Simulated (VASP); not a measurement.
Here is a VASP 6.6.1 calculation.

Contents of POSCAR:

```
SiC
1.0
    3.0963714546      0.0000000000      0.0000000000
   -1.5481857273      2.6815363392      0.0000000000
    0.0000000000      0.0000000000      5.0814314379
Si C
2 2
Direct
    0.6666666667      0.3333333333      0.5000000000
    0.3333333333      0.6666666667      0.0000000000
    0.6666666667      0.3333333333      0.8850000000
    0.3333333333      0.6666666667      0.3850000000
```

INCAR.step1

```
SYSTEM = SiC
ALGO     = Normal         ! electronic algorithm
EDIFF    = 1E-4           ! SCF threshold, eV
ENCUT    = 520            ! plane-wave cutoff, eV
GGA      = PE             ! functional
ISMEAR   = -1             ! smearing method
LASPH    = .TRUE.         ! aspherical terms in the spheres
LCHARG   = .FALSE.        ! write CHGCAR
LREAL    = .FALSE.        ! projectors in reciprocal space
LWAVE    = .TRUE.         ! write WAVECAR
NBANDS   = 16             ! bands
NELM     = 60             ! most SCF steps
PREC     = Accurate       ! precision mode
SIGMA    = 0.05           ! smearing width, eV
```

The input INCAR.step2:

```
SYSTEM = SiC
ALGO     = Normal         ! electronic algorithm
EDIFF    = 1E-6           ! SCF threshold, eV
ENCUT    = 520            ! plane-wave cutoff, eV
ISIF     = 2              ! what is computed and relaxed
ISMEAR   = -1             ! smearing method
ISTART   = 1            
LASPH    = .TRUE.         ! aspherical terms in the spheres
LCHARG   = .FALSE.        ! write CHGCAR
LMIXTAU  = .TRUE.       
LREAL    = .FALSE.        ! projectors in reciprocal space
LWAVE    = .FALSE.        ! write WAVECAR
METAGGA  = R2SCAN         ! meta-GGA
NBANDS   = 16             ! bands
NELM     = 60             ! most SCF steps
PREC     = Accurate       ! precision mode
SIGMA    = 0.05           ! smearing width, eV
```

Contents of KPOINTS:

```
k-points
0
G
  10 10 5
  0 0 0
```

Potentials or basis: VASP PAW PBE potentials, release 64 (Si, C).

Launch:

```bash
$ cat potpaw_PBE.64/Si/POTCAR potpaw_PBE.64/C/POTCAR > POTCAR
$ cp INCAR.step1 INCAR
$ mpirun -np 1 vasp_std > vasp.out
$ cp INCAR.step2 INCAR
$ mpirun -np 1 vasp_std > vasp.out
```

(1) Estimate the largest force.

(2) What does it give for the pressure?

Answers

(1) 0.741 eV/Å.

(2) -4.3 GPa.

Caveat: the PAW data sets were made with another functional, which shifts forces and pressure a little.
